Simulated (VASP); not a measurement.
# ZnO (Fm-3m) in VASP: further runs

The runs below take ZnO through relaxation of volume and atoms at fixed shape, single point, with PBEsol, HSE06.

All numbers are computed with VASP 6.6.1; they aren't measurements. Logs are shortened: lines on timing, memory, paths and dates and some standing lists are left out, and cuts for length are marked.

## Step 1: The cell of the first run

It takes space group Fm-3m (No. 225, cubic). Conventional cell: a = 4.265 Å, b = 4.265 Å, c = 4.265 Å, α = 90.00°, β = 90.00°, γ = 90.00°. Within 2.8 Å of O (site symmetry m-3m) lie 6 Zn at 2.13 Å. Zn (site symmetry m-3m) has 6 O at 2.13 Å within 2.8 Å.

## Step 2: Relaxation of volume and atoms at fixed shape, PBEsol

INCAR reads:

```
PREC = Accurate
ENCUT = 600
EDIFF = 1E-7
ISMEAR = -1
SIGMA = 0.05
LREAL = Auto
LASPH = T
NELM = 100
ALGO = Normal
ISIF = 8
LWAVE = F
LCHARG = F
GGA = PS
IBRION = 2
NSW = 100
EDIFFG = -0.03
LUSENCCL = F
```

KPOINTS reads:

```
Automatic mesh
0
Gamma
  1 1 1
  0.5 0.5 0.5
```

POSCAR reads:

```
ZnO
1.0
    8.5302410000      0.0000000000      0.0000000000
    0.0000000000      8.5302410000      0.0000000000
    0.0000000000      0.0000000000      8.5302410000
O Zn
32 32
Direct
    0.2500000000      0.0000000000      0.0000000000
    0.2500000000      0.0000000000      0.5000000000
    0.2500000000      0.5000000000      0.0000000000
    0.2500000000      0.5000000000      0.5000000000
    0.7500000000      0.0000000000      0.0000000000
    0.7500000000      0.0000000000      0.5000000000
    0.7500000000      0.5000000000      0.0000000000
    0.7500000000      0.5000000000      0.5000000000
    0.0000000000      0.2500000000      0.0000000000
    0.0000000000      0.2500000000      0.5000000000
    0.0000000000      0.7500000000      0.0000000000
    0.0000000000      0.7500000000      0.5000000000
    0.5000000000      0.2500000000      0.0000000000
    0.5000000000      0.2500000000      0.5000000000
    0.5000000000      0.7500000000      0.0000000000
    0.5000000000      0.7500000000      0.5000000000
    0.0000000000      0.0000000000      0.2500000000
    0.0000000000      0.0000000000      0.7500000000
    0.0000000000      0.5000000000      0.2500000000
    0.0000000000      0.5000000000      0.7500000000
    0.5000000000      0.0000000000      0.2500000000
    0.5000000000      0.0000000000      0.7500000000
    0.5000000000      0.5000000000      0.2500000000
    0.5000000000      0.5000000000      0.7500000000
    0.2500000000      0.2500000000      0.2500000000
    0.2500000000      0.2500000000      0.7500000000
    0.2500000000      0.7500000000      0.2500000000
    0.2500000000      0.7500000000      0.7500000000
    0.7500000000      0.2500000000      0.2500000000
    0.7500000000      0.2500000000      0.7500000000
    0.7500000000      0.7500000000      0.2500000000
    0.7500000000      0.7500000000      0.7500000000
    0.0000000000      0.0000000000      0.0000000000
    0.0000000000      0.0000000000      0.5000000000
    0.0000000000      0.5000000000      0.0000000000
    0.0000000000      0.5000000000      0.5000000000
    0.5000000000      0.0000000000      0.0000000000
    0.5000000000      0.0000000000      0.5000000000
    0.5000000000      0.5000000000      0.0000000000
    0.5000000000      0.5000000000      0.5000000000
    0.2500000000      0.2500000000      0.0000000000
    0.2500000000      0.2500000000      0.5000000000
    0.2500000000      0.7500000000      0.0000000000
    0.2500000000      0.7500000000      0.5000000000
    0.7500000000      0.2500000000      0.0000000000
    0.7500000000      0.2500000000      0.5000000000
    0.7500000000      0.7500000000      0.0000000000
    0.7500000000      0.7500000000      0.5000000000
    0.2500000000      0.0000000000      0.2500000000
    0.2500000000      0.0000000000      0.7500000000
    0.2500000000      0.5000000000      0.2500000000
    0.2500000000      0.5000000000      0.7500000000
    0.7500000000      0.0000000000      0.2500000000
    0.7500000000      0.0000000000      0.7500000000
    0.7500000000      0.5000000000      0.2500000000
    0.7500000000      0.5000000000      0.7500000000
    0.0000000000      0.2500000000      0.2500000000
    0.0000000000      0.2500000000      0.7500000000
    0.0000000000      0.7500000000      0.2500000000
    0.0000000000      0.7500000000      0.7500000000
    0.5000000000      0.2500000000      0.2500000000
    0.5000000000      0.2500000000      0.7500000000
    0.5000000000      0.7500000000      0.2500000000
    0.5000000000      0.7500000000      0.7500000000
```

Potentials or basis: VASP PAW PBE potentials, release 64 (O, Zn).

Command:

```sh
$ cat potpaw_PBE.64/O/POTCAR potpaw_PBE.64/Zn/POTCAR > POTCAR
$ mpirun -np 1 vasp_std > vasp.out
```

OUTCAR:

```text
PREC = Accurate
   ENCUT = 600
   EDIFF = 1E-7
   ISMEAR = -1
   LREAL = Auto
   LASPH = T
   NELM = 100
   ISIF = 8
   GGA = PS
   IBRION = 2
   NSW = 100
   EDIFFG = -0.03

 ion  position               nearest neighbor table
   1  0.250  0.000  0.000-  33 2.13  37 2.13  41 2.13  43 2.13  49 2.13  50 2.13
   2  0.250  0.000  0.500-  34 2.13  38 2.13  42 2.13  44 2.13  49 2.13  50 2.13
   3  0.250  0.500  0.000-  35 2.13  39 2.13  41 2.13  43 2.13  51 2.13  52 2.13
   4  0.250  0.500  0.500-  36 2.13  40 2.13  42 2.13  44 2.13  51 2.13  52 2.13
   5  0.750  0.000  0.000-  33 2.13  37 2.13  45 2.13  47 2.13  53 2.13  54 2.13
   6  0.750  0.000  0.500-  34 2.13  38 2.13  46 2.13  48 2.13  53 2.13  54 2.13
[... 76 lines left out ...]
  58  0.000  0.250  0.750-   9 2.13  10 2.13  18 2.13  20 2.13  26 2.13  30 2.13  33 3.02  34 3.02
                            35 3.02  36 3.02  41 3.02  42 3.02  45 3.02  46 3.02  50 3.02  52 3.02
  59  0.000  0.750  0.250-  11 2.13  12 2.13  17 2.13  19 2.13  27 2.13  31 2.13  33 3.02  34 3.02
                            35 3.02  36 3.02  43 3.02  44 3.02  47 3.02  48 3.02  49 3.02  51 3.02
  60  0.000  0.750  0.750-  11 2.13  12 2.13  18 2.13  20 2.13  28 2.13  32 2.13  33 3.02  34 3.02
                            35 3.02  36 3.02  43 3.02  44 3.02  47 3.02  48 3.02  50 3.02  52 3.02
  61  0.500  0.250  0.250-  13 2.13  14 2.13  21 2.13  23 2.13  25 2.13  29 2.13  37 3.02  38 3.02
                            39 3.02  40 3.02  41 3.02  42 3.02  45 3.02  46 3.02  49 3.02  51 3.02
  62  0.500  0.250  0.750-  13 2.13  14 2.13  22 2.13  24 2.13  26 2.13  30 2.13  37 3.02  38 3.02
                            39 3.02  40 3.02  41 3.02  42 3.02  45 3.02  46 3.02  50 3.02  52 3.02
  63  0.500  0.750  0.250-  15 2.13  16 2.13  21 2.13  23 2.13  27 2.13  31 2.13  37 3.02  38 3.02
                            39 3.02  40 3.02  43 3.02  44 3.02  47 3.02  48 3.02  49 3.02  51 3.02
  64  0.500  0.750  0.750-  15 2.13  16 2.13  22 2.13  24 2.13  28 2.13  32 2.13  37 3.02  38 3.02
                            39 3.02  40 3.02  43 3.02  44 3.02  47 3.02  48 3.02  50 3.02  52 3.02

  LATTYP: Found a simple cubic cell.
 ALAT       =     8.5302410000

  Lattice vectors:

 A1 = (   8.5302410000,   0.0000000000,   0.0000000000)
 A2 = (   0.0000000000,   8.5302410000,   0.0000000000)
 A3 = (   0.0000000000,   0.0000000000,   8.5302410000)

Analysis of symmetry for initial positions (statically):
=====================================================================
 Subroutine PRICEL returns following result:

  LATTYP: Found a face centered cubic cell.
 ALAT       =     4.2651205000

  Lattice vectors:

 A1 = (   2.1325602500,  -2.1325602500,   0.0000000000)
 A2 = (   2.1325602500,   0.0000000000,   2.1325602500)
 A3 = (   0.0000000000,  -2.1325602500,   2.1325602500)

  32 primitive cells build up your supercell.

 Routine SETGRP: Setting up the symmetry group for a
 simple cubic supercell.

 Subroutine GETGRP returns: Found 48 space group operations
 (whereof 48 operations were pure point group operations)
 out of a pool of 48 trial point group operations.

The static configuration has the point symmetry O_h .

Analysis of symmetry for dynamics (positions and initial velocities):
=====================================================================
 Subroutine PRICEL returns following result:

  LATTYP: Found a face centered cubic cell.
 ALAT       =     4.2651205000

  Lattice vectors:

 A1 = (   2.1325602500,  -2.1325602500,   0.0000000000)
 A2 = (   2.1325602500,   0.0000000000,   2.1325602500)
 A3 = (   0.0000000000,  -2.1325602500,   2.1325602500)

  32 primitive cells build up your supercell.

 Routine SETGRP: Setting up the symmetry group for a
 simple cubic supercell.

[... 111 lines left out ...]
 conjugate gradient relaxation of ions
 non-spin polarized calculation
  energy-cutoff  :      600.00
  volume of cell :      620.70
 maximum number of plane-waves:     20672
 NGX is ok and might be reduce to    70
   NGX = 35   NGY = 35   NGZ = 35

--------------------------------------- Ionic step        1  -------------------------------------------

 number of electron     575.9999489 magnetization

 Free energy of the ion-electron system (eV)
  ---------------------------------------------------
  ext. energy  EPLUGINS =         0.00000000
  ---------------------------------------------------
  free energy    TOTEN  =      -302.24207390 eV

  energy without entropy =     -302.24207390  energy(sigma->0) =     -302.24207390

------------------------ aborting loop because EDIFF is reached ----------------------------------------

  FORCE on cell =-STRESS in cart. coord.  units (eV):
  Direction    XX          YY          ZZ          XY          YZ          ZX
  --------------------------------------------------------------------------------------
  -------------------------------------------------------------------------------------
  Total        3.0452237      3.0452237      3.0452237     -0.0000000      0.0000000      0.0000000
  in kB        7.8604224      7.8604224      7.8604224     -0.0000000      0.0000000      0.0000000
  external PRESSURE =       7.8604224 kB  Pullay stress =       0.0000000 kB

 VOLUME and BASIS-vectors are now :
 -----------------------------------------------------------------------------
  energy-cutoff  :      600.00
  volume of cell :      620.70
      direct lattice vectors                 reciprocal lattice vectors
     8.530241000  0.000000000  0.000000000     0.117229982  0.000000000  0.000000000
     0.000000000  8.530241000  0.000000000     0.000000000  0.117229982  0.000000000
     0.000000000  0.000000000  8.530241000     0.000000000  0.000000000  0.117229982

 POSITION                                       TOTAL-FORCE (eV/Angst)
 -----------------------------------------------------------------------------------
      2.13256      0.00000      0.00000        -0.000000     -0.000000     -0.000000
      2.13256      0.00000      4.26512         0.000000      0.000000     -0.000000
      2.13256      4.26512      0.00000        -0.000000      0.000000      0.000000
      2.13256      4.26512      4.26512        -0.000000     -0.000000      0.000000
      6.39768      0.00000      0.00000        -0.000000     -0.000000      0.000000
      6.39768      0.00000      4.26512         0.000000      0.000000     -0.000000
[... 56 lines left out ...]
      4.26512      6.39768      2.13256         0.000000     -0.000000     -0.000000
      4.26512      6.39768      6.39768        -0.000000     -0.000000      0.000000
 -----------------------------------------------------------------------------------
    total drift:                                0.000000     -0.000000     -0.000000

  FREE ENERGIE OF THE ION-ELECTRON SYSTEM (eV)
  ---------------------------------------------------
  free  energy   TOTEN  =      -302.2420738961 eV

  energy  without entropy=     -302.2420738961  energy(sigma->0) =     -302.24207390

--------------------------------------- Ionic step        2  -------------------------------------------

 number of electron     575.9999489 magnetization

 Free energy of the ion-electron system (eV)
  ---------------------------------------------------
  ext. energy  EPLUGINS =         0.00000000
  ---------------------------------------------------
  free energy    TOTEN  =      -302.24618179 eV

  energy without entropy =     -302.24618179  energy(sigma->0) =     -302.24618179

 E-fermi :   3.4011     XC(G=0): -12.5608

 val. band max:        2.0144348041   @ k =   0.5000   0.5000   0.5000
 cond. band min:       6.5381206767   @ k =   0.5000   0.5000   0.5000
 fundamental gap:      4.5236858727
 Fermi energy:         3.4010928032

 k-point     1 :       0.5000    0.5000    0.5000
  band No.  band energies     occupation
      1     -15.3104      2.00000
      2     -15.3104      2.00000
      3     -15.3104      2.00000
      4     -15.3104      2.00000
      5     -15.3104      2.00000
      6     -15.3104      2.00000
[... 292 lines left out ...]
    299       8.9381      0.00000
    300       8.9381      0.00000
 [bands above 300 left out]

------------------------ aborting loop because EDIFF is reached ----------------------------------------

  FORCE on cell =-STRESS in cart. coord.  units (eV):
  Direction    XX          YY          ZZ          XY          YZ          ZX
  --------------------------------------------------------------------------------------
  -------------------------------------------------------------------------------------
  Total       -1.8887603     -1.8887603     -1.8887603     -0.0000000     -0.0000000      0.0000000
  in kB       -4.8419046     -4.8419046     -4.8419046     -0.0000000     -0.0000000      0.0000000
  external PRESSURE =      -4.8419046 kB  Pullay stress =       0.0000000 kB

 VOLUME and BASIS-vectors are now :
 -----------------------------------------------------------------------------
  energy-cutoff  :      600.00
  volume of cell :      624.99
      direct lattice vectors                 reciprocal lattice vectors
     8.549821858  0.000000000  0.000000000     0.116961501  0.000000000  0.000000000
     0.000000000  8.549821858  0.000000000     0.000000000  0.116961501  0.000000000
     0.000000000  0.000000000  8.549821858     0.000000000  0.000000000  0.116961501

 POSITION                                       TOTAL-FORCE (eV/Angst)
 -----------------------------------------------------------------------------------
      2.13746      8.54982      8.54982         0.000000     -0.000000      0.000000
      2.13746      0.00000      4.27491         0.000000     -0.000000     -0.000000
      2.13746      4.27491      0.00000        -0.000000      0.000000     -0.000000
      2.13746      4.27491      4.27491         0.000000     -0.000000      0.000000
      6.41237      8.54982      0.00000        -0.000000      0.000000      0.000000
      6.41237      0.00000      4.27491         0.000000      0.000000      0.000000
[... 56 lines left out ...]
      4.27491      6.41237      2.13746         0.000000     -0.000000     -0.000000
      4.27491      6.41237      6.41237         0.000000      0.000000      0.000000
 -----------------------------------------------------------------------------------
    total drift:                                0.000000      0.000000      0.000000

  FREE ENERGIE OF THE ION-ELECTRON SYSTEM (eV)
  ---------------------------------------------------
  free  energy   TOTEN  =      -302.2461817868 eV

  energy  without entropy=     -302.2461817867  energy(sigma->0) =     -302.24618179

 reached required accuracy - stopping structural energy minimisation
```

Run time: 2.6 min. Hardware: 1 × NVIDIA H100 80GB with 1 thread of AMD EPYC 7R13 (Zen 3), shared host; peak memory 1.6 GiB.

Results:

```
Free energy                           : -302.2462 eV
Relaxed volume                        : 9.77 Å³/atom
Relaxed cell                          : a = 8.550 Å, b = 8.550 Å, c = 8.550 Å, α = 90.00°, β = 90.00°, γ = 90.00°
Space group after relaxing (to 0.1 Å) : Fm-3m (No. 225)
Energy gained by relaxing             : 0.1 meV/atom
Ionic steps                           : 2
Pressure after relaxing               : -0.5 GPa
Band gap on the k mesh                : 4.52 eV
```

Step by step:
```
step  energy change (eV)  largest force (eV/Å)  pressure (GPa)  volume (Å³)
   1              0.0000                0.0000            0.79       620.70
   2             -0.0041                0.0000           -0.48       624.99
```

Levels at points of the mesh, in eV from the valence-band top:
```
           k point  band 285  band 286  band 287  band 288  band 289  band 290  band 291  band 292
(0.50, 0.50, 0.50)      0.00      0.00      0.00      0.00      4.52      4.52      4.52      4.52
```

Caveat: the k points lie up to 0.73 Å⁻¹ apart in the final cell; the PAW data sets were made with another functional, which shifts forces and pressure a little; a shifted mesh leaves out Γ, where band edges can lie. A k mesh can miss the band edges.

(Part 1 of 2 ends here.)
